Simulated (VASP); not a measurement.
# Li (Im-3m) in VASP: a series of runs, part 2 of 2

VASP 6.6.1. Earlier steps stand in the parts before.

### Step 3. Single point, PBEsol

This run uses another cell than the first one, of 13.79 Å³/atom.

Contents of INCAR:

```
ALGO = Normal
EDIFF = 1E-7
ENCUT = 520
GGA = PS
ISIF = 2
ISMEAR = 1
LASPH = True
LCHARG = False
LREAL = False
LWAVE = False
NBANDS = 8
NELM = 80
PREC = Accurate
SIGMA = 0.1
```

Contents of KPOINTS:

```
k-points
0
Gamma
  11 11 11
```

Contents of POSCAR:

```
Li
1.0
   -1.5105015994      1.5105015994      1.5105015994
    1.5105015994     -1.5105015994      1.5105015994
    1.5105015994      1.5105015994     -1.5105015994
Li
1
Direct
    0.0000000000      0.0000000000      0.0000000000
```

Potentials or basis: VASP PAW PBE potentials, release 64 (Li_sv).

Started as:

```sh
$ cat potpaw_PBE.64/Li_sv/POTCAR > POTCAR
$ mpirun -np 1 vasp_std > vasp.out
```

OUTCAR:

```text
EDIFF = 1E-7
   ENCUT = 520
   GGA = PS
   ISIF = 2
   ISMEAR = 1
   LASPH = True
   LREAL = False
   NELM = 80
   PREC = Accurate

 ion  position               nearest neighbor table
   1  0.000  0.000  0.000-

  LATTYP: Found a body centered cubic cell.
 ALAT       =     3.0210031988

  Lattice vectors:

 A1 = (  -1.5105015994,   1.5105015994,   1.5105015994)
 A2 = (   1.5105015994,  -1.5105015994,   1.5105015994)
 A3 = (   1.5105015994,   1.5105015994,  -1.5105015994)

Analysis of symmetry for initial positions (statically):
=====================================================================
 Subroutine PRICEL returns:
 Original cell was already a primitive cell.

 Routine SETGRP: Setting up the symmetry group for a
 body centered cubic supercell.

 Subroutine GETGRP returns: Found 48 space group operations
 (whereof 48 operations were pure point group operations)
 out of a pool of 48 trial point group operations.

The static configuration has the point symmetry O_h .

Analysis of symmetry for dynamics (positions and initial velocities):
=====================================================================
 Subroutine PRICEL returns:
[... 153 lines left out ...]
  energy without entropy =       -1.81386162  energy(sigma->0) =       -1.81433071

 E-fermi :   1.8959     XC(G=0):  -8.0316

 val. band max:        1.8865654709   @ k =  -0.3636   0.4545   0.0909
 cond. band min:       2.0453308554   @ k =  -0.4545   0.4545   0.0909
 fundamental gap:      0.1587653845
 Fermi energy:         1.8958814233

 k-point     1 :       0.0000    0.0000    0.0000
  band No.  band energies     occupation
      1     -43.4506      2.00000
      2      -2.0810      2.00000
      3      21.0058      0.00000
      4      21.0058      0.00000
      5      21.0058      0.00000
      6      26.7335      0.00000
      7      26.7335      0.00000
      8      26.7335      0.00000
[... 243 lines left out ...]
 k-point    24 :       0.3636    0.1818    0.0909
  band No.  band energies     occupation
      1     -43.3593      2.00000
      2       3.2938     -0.00000
      3       6.2314      0.00000
      4      10.6377      0.00000
      5      14.8473      0.00000
      6      27.2315      0.00000
      7      28.4018      0.00000
      8      32.5677      0.00000

 [... further k-points ...]
[... 5 lines left out ...]
  --------------------------------------------------------------------------------------
  -------------------------------------------------------------------------------------
  Total        0.8477074      0.8477074      0.8477074      0.0000000      0.0000000     -0.0000000
  in kB       98.5219527     98.5219527     98.5219527      0.0000000      0.0000000     -0.0000000
  external PRESSURE =      98.5219527 kB  Pullay stress =       0.0000000 kB

 VOLUME and BASIS-vectors are now :
 -----------------------------------------------------------------------------
  energy-cutoff  :      520.00
  volume of cell :       13.79
      direct lattice vectors                 reciprocal lattice vectors
    -1.510501599  1.510501599  1.510501599     0.000000000  0.331015869  0.331015869
     1.510501599 -1.510501599  1.510501599     0.331015869  0.000000000  0.331015869
     1.510501599  1.510501599 -1.510501599     0.331015869  0.331015869  0.000000000

 POSITION                                       TOTAL-FORCE (eV/Angst)
 -----------------------------------------------------------------------------------
      0.00000      0.00000      0.00000        -0.000000      0.000000      0.000000
 -----------------------------------------------------------------------------------
    total drift:                                0.000000     -0.000000     -0.000000

  FREE ENERGIE OF THE ION-ELECTRON SYSTEM (eV)
  ---------------------------------------------------
  free  energy   TOTEN  =        -1.8145652506 eV

  energy  without entropy=       -1.8138616195  energy(sigma->0) =       -1.81433071
```

stdout:

```text
POSCAR found type information on POSCAR Li
 POSCAR found :  1 types and       1 ions
 scaLAPACK will be used
 -----------------------------------------------------------------------------
|                                                                             |
|                                                                             |
|     You enforced a specific xc type in the INCAR file but a different       |
|     I HOPE YOU KNOW WHAT YOU ARE DOING!                                     |
|                                                                             |
 -----------------------------------------------------------------------------

 LDA part: xc-table for (Slater+PW92), standard interpolation
 POSCAR, INCAR and KPOINTS ok, starting setup
 FFT: planning ... GRIDC
 FFT: planning ... GRID_SOFT
 FFT: planning ... GRID
 WAVECAR not read
 entering main loop
```

Run time: 4 s. Hardware: 1 thread of Intel Xeon Platinum 8259CL at 2.50GHz (Skylake/Cascade Lake), shared host; peak memory 0.12 GiB.

Results:

```yaml
Free_energy: -1.8146 eV
Band_gap_on_the_k_mesh: zero (an odd number of electrons rules out a gap without spin polarisation)
```

Caveat: the cutoff is under 1.25 times the usual one of these potentials, so pressure, stress and relaxed cells hold a basis-set (Pulay) error; the PAW data sets were made with another functional, which shifts forces and pressure a little.

### Step 4. Single point, PBEsol

This run uses another cell than the first one, of 15.84 Å³/atom.

Contents of INCAR:

```
  PREC = Accurate
  ENCUT = 520
  EDIFF = 1E-6
  ISMEAR = 1
  SIGMA = 0.1
  LREAL = False
  LASPH = True
  NELM = 60
  ALGO = Normal
  ISIF = 2
  LWAVE = False
  LCHARG = False
  GGA = PS
  NBANDS = 8
```

Contents of KPOINTS:

```
Automatic mesh
0
Gamma
  11 11 11
```

Contents of POSCAR:

```
Li
1.0
   -1.5820132471      1.5820132471      1.5820132471
    1.5820132471     -1.5820132471      1.5820132471
    1.5820132471      1.5820132471     -1.5820132471
Li
1
Direct
    0.0000000000      0.0000000000      0.0000000000
```

Started as:

```sh
$ cat potpaw_PBE.64/Li_sv/POTCAR > POTCAR
$ mpirun -np 1 vasp_std > vasp.out
```

Run time: 3.9 s. Hardware: 1 thread of Intel Xeon Platinum 8259CL at 2.50GHz (Skylake/Cascade Lake), shared host; peak memory 0.12 GiB.

The run converged. Its results:

- Free energy: -1.9094 eV
- Band gap on the k mesh: zero (an odd number of electrons rules out a gap without spin polarisation)

Levels at points of the mesh, in eV from the Fermi level:
```csv
k point,band 1,band 2,band 3,band 4,band 5
"(0.00, 0.00, 0.00)",-45.52,-3.85,17.38,17.38,17.38
```

Caveat: the cutoff is under 1.25 times the usual one of these potentials, so pressure, stress and relaxed cells hold a basis-set (Pulay) error; the PAW data sets were made with another functional, which shifts forces and pressure a little.

### Step 5. Single point, PBEsol

This run uses another cell than the first one, of 20.16 Å³/atom.

Contents of INCAR:

```
PREC     = Accurate       # precision mode
ENCUT    = 520            # plane-wave cutoff, eV
EDIFF    = 1E-6           # SCF threshold, eV
ISMEAR   = 1              # smearing method
SIGMA    = 0.1            # smearing width, eV
LREAL    = False          # projectors in reciprocal space
LASPH    = True           # aspherical terms in the spheres
NELM     = 100            # most SCF steps
ALGO     = Normal         # electronic algorithm
ISIF     = 2              # what is computed and relaxed
LWAVE    = False          # write WAVECAR
LCHARG   = True           # write CHGCAR
GGA      = PS             # functional
LELF     = True           # ELF
LVHAR    = True         
NBANDS   = 8              # bands
```

Contents of KPOINTS:

```
regular mesh
0
Gamma
  11 11 11
```

Contents of POSCAR:

```
Li
1.0
   -1.7146202845      1.7146202845      1.7146202845
    1.7146202845     -1.7146202845      1.7146202845
    1.7146202845      1.7146202845     -1.7146202845
Li
1
Direct
    0.0000000000      0.0000000000      0.0000000000
```

Started as:

```sh
$ cat potpaw_PBE.64/Li_sv/POTCAR > POTCAR
$ mpirun -np 1 vasp_std > vasp.out
```

Wall time 4.4 s (1 thread of Intel Xeon Platinum 8259CL at 2.50GHz (Skylake/Cascade Lake), shared host); peak memory 0.12 GiB.

It converged, with:

```yaml
Free_energy: -1.9689 eV
Band_gap_on_the_k_mesh: zero (an odd number of electrons rules out a gap without spin polarisation)
```

Levels at points of the mesh, in eV from the Fermi level:
```tsv
k point	band 1	band 2	band 3	band 4	band 5
(0.00, 0.00, 0.00)	-45.91	-3.56	14.68	14.68	14.68
```

Caveat: the cutoff is under 1.25 times the usual one of these potentials, so pressure, stress and relaxed cells hold a basis-set (Pulay) error; the PAW data sets were made with another functional, which shifts forces and pressure a little.

### Step 6. Relaxation of cell and atoms, PBEsol

This run uses another cell than the first one, of 21.61 Å³/atom.

Contents of INCAR:

```
SYSTEM = Li
PREC = Accurate
ENCUT = 600
EDIFF = 1E-7
ISMEAR = 1
SIGMA = 0.1
LREAL = .FALSE.
LASPH = .TRUE.
NELM = 80
ALGO = Normal
ISIF = 3
LWAVE = .FALSE.
LCHARG = .FALSE.
GGA = PS
IBRION = 2
NSW = 80
EDIFFG = -0.01
```

Contents of KPOINTS:

```
Automatic mesh
0
G
  11 11 11
  0 0 0
```

Contents of POSCAR:

```
Li
1.0
   -1.7546500000      1.7546500000      1.7546500000
    1.7546500000     -1.7546500000      1.7546500000
    1.7546500000      1.7546500000     -1.7546500000
Li
1
Direct
    0.0000000000      0.0000000000      0.0000000000
```

Potentials or basis: VASP PAW PBE potentials, release 64 (Li_sv).

Started as:

```sh
$ cat potpaw_PBE.64/Li_sv/POTCAR > POTCAR
$ mpirun -np 1 vasp_std > vasp.out
```

Run time: 9.7 s. Hardware: 1 thread of Intel Xeon Platinum 8259CL at 2.50GHz (Skylake/Cascade Lake), shared host; peak memory 0.13 GiB.

It converged, with:

```
Free energy                           : -1.9710 eV
Relaxed volume                        : 19.97 Å³/atom
Relaxed cell                          : a = 2.960 Å, b = 2.960 Å, c = 2.960 Å, α = 109.47°, β = 109.47°, γ = 109.47°
Space group after relaxing (to 0.1 Å) : Im-3m (No. 229)
Energy gained by relaxing             : 5.0 meV/atom
Ionic steps                           : 4
Pressure after relaxing               : 0.0 GPa
Band gap on the k mesh                : zero (an odd number of electrons rules out a gap without spin polarisation)
```

The path:
```
step  energy change (eV)  largest force (eV/Å)  pressure (GPa)  volume (Å³)
   1              0.0000                0.0000           -0.92        21.61
   2             -0.0020                0.0000           -0.73        21.22
   3             -0.0049                0.0000           -0.15        20.20
   4             -0.0050                0.0000            0.01        19.97
```

Final structure:
```cif
data_structure
_symmetry_space_group_name_H-M 'P 1'
_symmetry_Int_Tables_number 1
_cell_length_a 2.9601
_cell_length_b 2.9601
_cell_length_c 2.9601
_cell_angle_alpha 109.471
_cell_angle_beta 109.471
_cell_angle_gamma 109.471
_cell_volume 19.97
loop_
_atom_site_label
_atom_site_type_symbol
_atom_site_fract_x
_atom_site_fract_y
_atom_site_fract_z
_atom_site_occupancy
Li1 Li 0.00000 0.00000 0.00000 1
```

Levels at points of the mesh, in eV from the Fermi level:
| k point | band 1 | band 2 | band 3 | band 4 | band 5 |
| --- | --- | --- | --- | --- | --- |
| (0.00, 0.00, 0.00) | -45.88 | -3.58 | 14.79 | 14.79 | 14.79 |

Caveat: the cutoff is under 1.25 times the usual one of these potentials, so pressure, stress and relaxed cells hold a basis-set (Pulay) error; the PAW data sets were made with another functional, which shifts forces and pressure a little.

### Step 7. The runs side by side

| task | cell | cutoff (eV) | gap on the mesh (eV) |
| --- | --- | --- | --- |
| single point | a = 2.463 Å, angles 109.5°, 1 atom | 520 | none |
| single point | a = 2.616 Å, angles 109.5°, 1 atom | 520 | none |
| single point | a = 2.740 Å, angles 109.5°, 1 atom | 520 | none |
| single point | a = 2.970 Å, angles 109.5°, 1 atom | 520 | none |
| relaxation of cell and atoms | relaxed from a = 3.039 Å, angles 109.5°, 1 atom | 600 | none |

Alike in all rows: level PBEsol; potentials or basis VASP PAW PBE potentials, release 64 (Li_sv); no spin polarisation; k mesh 11 × 11 × 11; smearing methfessel-paxton 0.1 eV.

Caveats: the cutoff is under 1.25 times the usual one of these potentials, so pressure, stress and relaxed cells hold a basis-set (Pulay) error; the PAW data sets were made with another functional, which shifts forces and pressure a little.

Total energies depend on the potentials used, so only differences within one code and one set of settings carry meaning.
